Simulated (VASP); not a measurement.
Runs of VASP 6.6.1 on Sn. The structure is that of space group I4_1/amd (No. 141), or close to it. The cells are those of the table. 

| cell | further INCAR settings | gap on the mesh (eV) | pressure (GPa) |
| --- | --- | --- | --- |
| a = 4.410, b = 4.410, c = 4.590 Å, angles 58.6, 58.6, 62.7°, 2 atoms | ALGO = Fast; EDIFF = 1e-06; NBANDS = 21 | none | (a) |
| a = 4.594, b = 4.594, c = 4.774 Å, angles 58.7, 58.7, 62.6°, 2 atoms | ALGO = Fast; EDIFF = 1e-06; NBANDS = 21 | none | -0.8 |
| a = 4.507, b = 4.507, c = 4.774 Å, angles 58.0, 58.0, 64.0°, 2 atoms | ALGO = Fast; EDIFF = 1e-06; NBANDS = 21 | none | 0.9 |
| a = 4.594, b = 4.594, c = 4.406 Å, angles 61.3, 61.3, 57.3°, 2 atoms | ALGO = Fast; EDIFF = 1e-07; NBANDS = 21 | none | 3.0 |
| a = 4.499, b = 4.499, c = 4.590 Å, angles 59.3, 59.3, 61.3°, 2 atoms | ALGO = Fast; EDIFF = 1e-07; NBANDS = 21 | none | 3.0 |

Alike in all rows: task single point; level PBEsol; potentials or basis VASP PAW PBE potentials, release 64 (Sn_d); no spin polarisation; k mesh 12 × 12 × 12; cutoff (eV) 520; smearing gaussian 0.15 eV.

Question: Fill in the values left out.

Answer: (a) 5.5.

Caveats: the PAW data sets were made with another functional, which shifts forces and pressure a little; spin-orbit coupling is left out, which moves the levels of the heavy elements.

A k mesh can miss the band edges, and the runs leave out spin-orbit coupling on Sn.

A gap of «none» marks levels without a gap at the run's occupations.
